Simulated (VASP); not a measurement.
Write the native input for VASP 6.6.1 that does the following.

```
Task                   : single point
Functional             : LDA
Potentials or basis    : VASP PAW LDA potentials, release 64 (Ga_d, Cu)
Cutoff                 : 520 eV
k mesh                 : 16 × 16 × 8
Occupations            : fermi-dirac, width 0.15 eV
Spin                   : no spin polarisation
Dipole correction      : no
Further INCAR settings : ALGO = Fast; EDIFF = 1e-07; NBANDS = 26
```

The structure of Ga2Cu lies in POSCAR:

```
Ga2Cu
1.0
    2.7721586920      0.0000000000      0.0000000000
    0.0000000000      2.7721586920      0.0000000000
    0.0000000000      0.0000000000      5.6679133980
Ga Cu
2 1
Direct
    0.5000000000      0.5000000000      0.2831728104
    0.5000000000      0.5000000000      0.7168271896
    0.0000000000      0.0000000000      0.0000000000
```

These files were run (other wordings do the same):

INCAR

```
SYSTEM = Ga2Cu
  ALGO = Fast
  EDIFF = 1E-7
  ENCUT = 520
  GGA = CA
  ISIF = 2
  ISMEAR = -1
  LASPH = .TRUE.
  LCHARG = .FALSE.
  LREAL = .FALSE.
  LWAVE = .FALSE.
  NBANDS = 26
  NELM = 100
  PREC = Accurate
  SIGMA = 0.15
```

KPOINTS

```
k-points
0
G
  16 16 8
  0 0 0
```

Potentials or basis: VASP PAW LDA potentials, release 64 (Ga_d, Cu).

The run is started by

```console
$ cat potpaw_LDA.64/Ga_d/POTCAR potpaw_LDA.64/Cu/POTCAR > POTCAR
$ mpirun -np 1 vasp_std > vasp.out
```

Results of the run:

```yaml
Pressure: 0.5 GPa
Largest_force: 0.016 eV/Å
Band_gap_on_the_k_mesh: zero (an odd number of electrons rules out a gap without spin polarisation)
```

Run time: 3.1 min on 1 thread of AMD EPYC 9R45 96-Core Processor (Zen 5), on a shared host, peak memory 0.29 GiB.
